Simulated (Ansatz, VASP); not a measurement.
**One calculation of BiIr, two programs**

```
Ir Bi
1.0
     0.00000    3.06748    3.06748
     3.06748    0.00000    3.06748
     3.06748    3.06748    0.00000
Ir Bi
1 1
Direct
  0.00000 0.00000 0.00000
  0.25000 0.25000 0.25000
```

Alike in both runs: task single point; functional PBE; k mesh 15 × 15 × 15; occupations gaussian, width 0.05 eV; no spin polarisation.

|  | VASP | Ansatz |
| --- | --- | --- |
| version | VASP 6.6.1 | Ansatz 0.2.0 |
| potentials or method | VASP PAW PBE potentials, release 64 (Ir, Bi_d), cutoff 500 eV | scalar-relativistic, plane waves, PAW |
| valence electrons in the cell | 24 | 32 |

Ansatz gave:

- pressure (GPa): -0.1

Task: Estimate VASP's values.

Result: Pressure (GPa): 0.0.

VASP's potentials hold 24 valence electrons a cell and Ansatz's 32, so a difference there can come from the potentials and not from the codes.

Spin-orbit coupling is off throughout.
